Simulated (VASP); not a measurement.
# CsCl (Pm-3m) in VASP: settings compared

CsCl is run at these levels: PBE-based screened hybrid with 20 % exact exchange, HSE06, PBE; tasks: single point.

Program: VASP 6.6.1. These are calculated values, not measurements. Logs are shortened: lines on timing, memory, paths and dates and some standing lists are left out, and cuts for length are marked.

### 1 The cell of the first run

The structure is cubic, space group Pm-3m (No. 221). The conventional cell has a = 4.141 Å, b = 4.141 Å, c = 4.141 Å, α = 90.00°, β = 90.00°, γ = 90.00°. Cs (site symmetry m-3m) has 8 Cl at 3.59 Å and 6 Cs at 4.14 Å within 4.7 Å. Within 4.7 Å of Cl (site symmetry m-3m) lie 8 Cs at 3.59 Å and 6 Cl at 4.14 Å.

### 2 Single point, PBE-based screened hybrid with 20 % exact exchange

File POSCAR:

```
CsCl
1.0
    4.1406758997      0.0000000000      0.0000000000
    0.0000000000      4.1406758997      0.0000000000
    0.0000000000      0.0000000000      4.1406758997
Cs Cl
1 1
Direct
    0.0000000000      0.0000000000      0.0000000000
    0.5000000000      0.5000000000      0.5000000000
```

File INCAR.step1:

```
SYSTEM = CsCl
ALGO = Normal
EDIFF = 1E-5
ENCUT = 400
GGA = PE
GGA_COMPAT = .False.
ISIF = 2
ISMEAR = 0
LASPH = .True.
LREAL = .False.
LWAVE = .True.
NBANDS = 15
NELM = 120
PREC = Accurate
SIGMA = 0.01
```

File INCAR.step2:

```
SYSTEM = CsCl
AEXX = 0.2
ALGO = Normal
EDIFF = 1E-6
ENCUT = 400
GGA = PE
GGA_COMPAT = .False.
HFSCREEN = 0.5
ISIF = 2
ISMEAR = 0
ISTART = 1
LASPH = .True.
LCHARG = .True.
LELF = .True.
LHFCALC = .True.
LREAL = .False.
LVHAR = .True.
LWAVE = .False.
NBANDS = 15
NELM = 120
PREC = Accurate
PRECFOCK = Normal
SIGMA = 0.01
```

File KPOINTS:

```
k-points
0
Gamma
  4 4 4
  0 0 0
```

Potentials or basis: VASP PAW PBE potentials, release 64 (Cs_sv, Cl).

Started as:

```sh
> cat potpaw_PBE.64/Cs_sv/POTCAR potpaw_PBE.64/Cl/POTCAR > POTCAR
> cp INCAR.step1 INCAR
> mpirun -np 1 vasp_std > vasp.out
> cp INCAR.step2 INCAR
> mpirun -np 1 vasp_std > vasp.out
```

OUTCAR:

```text
SYSTEM = CsCl
   AEXX = 0.2
   EDIFF = 1E-6
   ENCUT = 400
   GGA = PE
   HFSCREEN = 0.5
   ISIF = 2
   ISMEAR = 0
   ISTART = 1
   LASPH = .True.
   LHFCALC = .True.
   LREAL = .False.
   NELM = 120
   PREC = Accurate
   PRECFOCK = Normal

 ion  position               nearest neighbor table
   1  0.000  0.000  0.000-
   2  0.500  0.500  0.500-

  LATTYP: Found a simple cubic cell.
 ALAT       =     4.1406758997

  Lattice vectors:

 A1 = (   4.1406758997,   0.0000000000,   0.0000000000)
 A2 = (   0.0000000000,   4.1406758997,   0.0000000000)
 A3 = (   0.0000000000,   0.0000000000,   4.1406758997)

Analysis of symmetry for initial positions (statically):
=====================================================================
 Subroutine PRICEL returns:
 Original cell was already a primitive cell.

 Routine SETGRP: Setting up the symmetry group for a
 simple cubic supercell.

 Subroutine GETGRP returns: Found 48 space group operations
 (whereof 48 operations were pure point group operations)
 out of a pool of 48 trial point group operations.

The static configuration has the point symmetry O_h .

Analysis of symmetry for dynamics (positions and initial velocities):
=====================================================================
 Subroutine PRICEL returns:
 Original cell was already a primitive cell.

 Routine SETGRP: Setting up the symmetry group for a
 simple cubic supercell.

 Subroutine GETGRP returns: Found 48 space group operations
 (whereof 48 operations were pure point group operations)
 out of a pool of 48 trial point group operations.

The dynamic configuration has the point symmetry O_h .

 Subroutine INISYM returns: Found 48 space group operations
 (whereof 48 operations are pure point group operations),
 and found     1 'primitive' translations

----------------------------------------------------------------------------------------

                                     Primitive cell

  volume of cell :      70.9927

  direct lattice vectors                    reciprocal lattice vectors
     4.140675900  0.000000000  0.000000000     0.241506465  0.000000000  0.000000000
     0.000000000  4.140675900  0.000000000     0.000000000  0.241506465  0.000000000
     0.000000000  0.000000000  4.140675900     0.000000000  0.000000000  0.241506465

  length of vectors
     4.140675900  4.140675900  4.140675900     0.241506465  0.241506465  0.241506465

  position of ions in fractional coordinates (direct lattice)
     0.000000000  0.000000000  0.000000000
     0.500000000  0.500000000  0.500000000

  ion indices of the primitive-cell ions
   primitive index   ion index
                 1           1
                 2           2

----------------------------------------------------------------------------------------

 KPOINTS: k-points

Automatic generation of k-mesh.
 Grid dimensions read from file:
 generate k-points for:    4    4    4

 Generating k-lattice:

  Cartesian coordinates                     Fractional coordinates (reciprocal lattice)
     0.060376616  0.000000000  0.000000000     0.250000000  0.000000000  0.000000000
     0.000000000  0.060376616  0.000000000     0.000000000  0.250000000  0.000000000
     0.000000000  0.000000000  0.060376616     0.000000000  0.000000000  0.250000000

  Length of vectors
     0.060376616  0.060376616  0.060376616

  Shift w.r.t. Gamma in fractional coordinates (k-lattice)
     0.000000000  0.000000000  0.000000000

 Subroutine IBZKPT returns following result:
 ===========================================

 Found     10 irreducible k-points:

 Following reciprocal coordinates:
            Coordinates               Weight
  0.000000  0.000000  0.000000      1.000000
  0.250000  0.000000  0.000000      6.000000
  0.500000  0.000000  0.000000      3.000000
  0.250000  0.250000  0.000000     12.000000
  0.500000  0.250000  0.000000     12.000000
  0.500000  0.500000  0.000000      3.000000
  0.250000  0.250000  0.250000      8.000000
  0.500000  0.250000  0.250000     12.000000
  0.500000  0.500000  0.250000      6.000000
  0.500000  0.500000  0.500000      1.000000
   k-points           NKPTS =     10   k-points in BZ     NKDIM =     64   number of bands    NBANDS=     15
   number of dos      NEDOS =    301   number of ions     NIONS =      2
   total plane-waves  NPLWV =  21952
   dimension x,y,z NGX =    28 NGY =   28 NGZ =   28
   dimension x,y,z NGXF=    56 NGYF=   56 NGZF=   56
   ions per type =               1   1
   NGX,Y,Z   is equivalent  to a cutoff of  11.24, 11.24, 11.24 a.u.
   NGXF,Y,Z  is equivalent  to a cutoff of  22.48, 22.48, 22.48 a.u.
 SYSTEM =  CsCl
   PREC   = accura    normal or accurate (medium, high low for compatibility)
   ISTART =      1    job   : 0-new  1-cont  2-samecut
   ICHARG =      0    charge: 1-file 2-atom 10-const
   ISPIN  =      1    spin polarized calculation?
   LNONCOLLINEAR =      F non collinear calculations
   LSORBIT =      F    spin-orbit coupling
   LASPH  =      T    aspherical Exc in radial PAW
   ENCUT  =  400.0 eV  29.40 Ry    5.42 a.u.   6.75  6.75  6.75*2*pi/ulx,y,z
   NELM   =    120;   NELMIN=  2; NELMDL=  0     # of ELM steps
   EDIFF  = 0.1E-05   stopping-criterion for ELM
   LREAL  =      F    real-space projection
   EDIFFG = 0.1E-04   stopping-criterion for IOM
   NSW    =      0    number of steps for IOM
   IBRION =     -1    ionic relax: 0-MD 1-quasi-New 2-CG
   NFREE  =      0    steps in history (QN), initial steepest desc. (CG)
   ISIF   =      2    stress and relaxation
   ISYM   =      3    0-nonsym 1-usesym 2-fastsym
   POTIM  = 0.5000    time-step for ionic-motion
   TEBEG  =    0.0;   TEEND  =   0.0 temperature during run
   PSTRESS=    0.0 pullay stress
   NELECT =      16.0000    total number of electrons
   NUPDOWN=      -1.0000    fix difference up-down
   EMIN   =  10.00;   EMAX   =-10.00  energy-range for DOS
   EFERMI =   0.00;   METHOD = LEGACY
   ISMEAR =     0;   SIGMA  =   0.01  broadening in eV -4-tet -1-fermi 0-gaus
   EFERMI_NEDOS =   21; number of points for ismear=-14 and -15
   IALGO  =     38    algorithm
   IMIX   =      1    mixing-type and parameters
     AMIX     =   0.40;   BMIX     =  1.00
     AMIX_MAG =   1.60;   BMIX_MAG =  1.00
  volume/ion in A,a.u.               =      35.50       239.54
  Fermi-wavevector in a.u.,A,eV,Ry     =   0.996270  1.882677 13.504508  0.992553
  Thomas-Fermi vector in A             =   2.128347
   LORBIT       =      0    0 simple, 1 ext, 2 COOP (PROOUT), +10 PAW based schemes
   GGA     = PE    functional components
   LHFCALC =     T    Hartree Fock is set to
   PRECFOCK=normal    Normal, Fast or Accurate (Low or Medium for compatibility)
   ENCUT4O =  -1.0   cutoff for four orbital integrals eV
   NKREDX  =     1    reduce k-point grid by
   NKREDY  =     1    reduce k-point grid by
   NKREDZ  =     1    reduce k-point grid by
   AEXX    =    0.2000 exact exchange contribution
   HFSCREEN=    0.5000 screening length (either q_TF or 0.3 A-1)
   HFSCREENC=   0.5000 screening length for correlation (either q_TF or 0.3 A-1)
   ENCUTFOCK=  -1.0 apply spherical cutoff to Coloumb kernel
   IVDW    =     0    specifies the selected vdW correction
   LEPSILON=     F    determine dielectric tensor
   LRPA    =     F    only Hartree local field effects (RPA)
 non-spin polarized calculation
 Gauss-broadening in eV      SIGMA  =   0.01
  energy-cutoff  :      400.00
  volume of cell :       70.99
 maximum number of plane-waves:      1328
 NGX is ok and might be reduce to    28
  NGX = 24; NGY = 24; NGZ = 24

 number of electron      16.0000001 magnetization

 Free energy of the ion-electron system (eV)
  ---------------------------------------------------
  ext. energy  EPLUGINS =         0.00000000
  ---------------------------------------------------
  free energy    TOTEN  =        -7.03516022 eV

  energy without entropy =       -7.03516022  energy(sigma->0) =       -7.03516022

 E-fermi :  -0.7467     XC(G=0):  -7.4259

 val. band max:       -0.8253775282   @ k =   0.0000   0.0000   0.0000
 cond. band min:       4.9281588663   @ k =   0.0000   0.0000   0.0000
 fundamental gap:      5.7535363945
 Fermi energy:        -0.7466634927

 k-point     1 :       0.0000    0.0000    0.0000
  band No.  band energies     occupation
      1     -21.0120      2.00000
      2     -13.7618      2.00000
      3      -6.8298      2.00000
      4      -6.8298      2.00000
      5      -6.8298      2.00000
      6      -0.8254      2.00000
      7      -0.8254      2.00000
      8      -0.8254      2.00000
      9       4.9282      0.00000
     10       5.0927      0.00000
     11       5.0927      0.00000
     12       9.8179      0.00000
     13       9.8179      0.00000
     14       9.8179      0.00000
     15      13.0031      0.00000

 k-point     2 :       0.2500    0.0000    0.0000
  band No.  band energies     occupation
      1     -20.9712      2.00000
      2     -13.7796      2.00000
      3      -7.1080      2.00000
      4      -6.7608      2.00000
      5      -6.7608      2.00000
      6      -1.4579      2.00000
      7      -0.9373      2.00000
      8      -0.9373      2.00000
      9       5.4990      0.00000
     10       6.0860      0.00000
     11       6.5479      0.00000
     12       9.4376      0.00000
     13       9.4376      0.00000
     14      10.1621      0.00000
     15      10.5953      0.00000
[... 113 lines left out ...]
      3      -7.4722      2.00000
      4      -7.4722      2.00000
      5      -6.9952      2.00000
      6      -1.5801      2.00000
      7      -1.5801      2.00000
      8      -1.4408      2.00000
      9       6.9303      0.00000
     10       7.3301      0.00000
     11       7.8903      0.00000
     12       7.8903      0.00000
     13      10.9989      0.00000
     14      10.9989      0.00000
     15      12.1805      0.00000

 k-point    10 :       0.5000    0.5000    0.5000
  band No.  band energies     occupation
      1     -20.7950      2.00000
      2     -13.5972      2.00000
      3      -7.3483      2.00000
      4      -7.3483      2.00000
      5      -7.3483      2.00000
      6      -1.9027      2.00000
      7      -1.9027      2.00000
      8      -1.9027      2.00000
      9       8.2248      0.00000
     10       8.2248      0.00000
     11       8.2248      0.00000
     12      10.2197      0.00000
     13      10.2197      0.00000
     14      10.2197      0.00000
     15      12.2986      0.00000

------------------------ aborting loop because EDIFF is reached ----------------------------------------

  FORCE on cell =-STRESS in cart. coord.  units (eV):
  Direction    XX          YY          ZZ          XY          YZ          ZX
  --------------------------------------------------------------------------------------
  -------------------------------------------------------------------------------------
  Total        0.2251136      0.2251136      0.2251136      0.0000000     -0.0000000      0.0000000
  in kB        5.0804088      5.0804088      5.0804088      0.0000000     -0.0000000      0.0000000
  external PRESSURE =       5.0804088 kB  Pullay stress =       0.0000000 kB

 VOLUME and BASIS-vectors are now :
 -----------------------------------------------------------------------------
  energy-cutoff  :      400.00
  volume of cell :       70.99
      direct lattice vectors                 reciprocal lattice vectors
     4.140675900  0.000000000  0.000000000     0.241506465  0.000000000  0.000000000
     0.000000000  4.140675900  0.000000000     0.000000000  0.241506465  0.000000000
     0.000000000  0.000000000  4.140675900     0.000000000  0.000000000  0.241506465

 POSITION                                       TOTAL-FORCE (eV/Angst)
 -----------------------------------------------------------------------------------
      0.00000      0.00000      0.00000         0.000000      0.000000      0.000000
      2.07034      2.07034      2.07034         0.000000      0.000000      0.000000
 -----------------------------------------------------------------------------------
    total drift:                                0.000000      0.000000      0.000000

  FREE ENERGIE OF THE ION-ELECTRON SYSTEM (eV)
  ---------------------------------------------------
  free  energy   TOTEN  =        -7.0351602206 eV

  energy  without entropy=       -7.0351602206  energy(sigma->0) =       -7.03516022
```

Run time: 5.4 min. Hardware: 1 thread of Intel Xeon 8259CL, shared host; peak memory 0.26 GiB.

Results:

```yaml
Free_energy: -7.0352 eV
Pressure: 0.5 GPa
Band_gap_on_the_k_mesh: 5.75 eV
```

Caveat: the PAW data sets were made with another functional, which shifts forces and pressure a little; spin-orbit coupling is left out, which moves the levels of the heavy elements.

[end of part 1 of 2]
